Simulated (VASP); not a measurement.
## ReBi: single point with PBE

Crystal: ReBi.

```xyz
4
Lattice="4.6465 0.0000 0.0000 -2.3232 4.0240 0.0000 0.0000 0.0000 5.0645" Properties=species:S:1:pos:R:3 pbc="T T T"
Re    0.0000    0.0000    0.0000
Re    0.0000    0.0000    2.5322
Bi    0.0000    2.6827    1.2661
Bi    2.3232    1.3413    3.7984
```

```yaml
Program: VASP 6.6.1
Task: single point
Functional: PBE
Potentials_or_basis: VASP PAW PBE potentials, release 64 (Re, Bi_d)
Cutoff: 520 eV
k_mesh: 10 × 10 × 6
Occupations: gaussian, width 0.05 eV
Spin: no spin polarisation
Dipole_correction: no
Further_INCAR_settings: ALGO = Fast; EDIFF = 1e-07; NBANDS = 30
```

The pressure is -4.4 GPa and the band gap on the k mesh is zero (bands 22 and 23 overlap by 1.50 eV).

Stress tensor (GPa, compression positive):
```
-4.27  0.00  0.00
 0.00 -4.27  0.00
 0.00  0.00 -4.66
```

Levels at points of the mesh, in eV from the Fermi level:
```
           k point  band 19  band 20  band 21  band 22  band 23  band 24  band 25  band 26
(0.00, 0.00, 0.00)    -0.36    -0.36     0.08     0.08     2.14     2.31     2.32     2.32
(0.50, 0.00, 0.00)    -1.74    -1.52    -1.50    -0.03     0.02     0.14     2.22     2.33
(0.00, 0.00, 0.50)    -1.28    -1.28    -1.28    -1.28    -1.09    -1.09     3.67     3.67
(0.50, 0.00, 0.50)    -1.01    -1.01    -0.71    -0.71    -0.69    -0.69     1.87     1.87
```

Run time: 2.1 min on 1 thread of Intel(R) Xeon(R) 6975P-C (Granite Rapids) (shared host), peak memory 0.31 GiB.

Caveat: the cell stands under tension; spin-orbit coupling is left out, which moves the levels of the heavy elements.
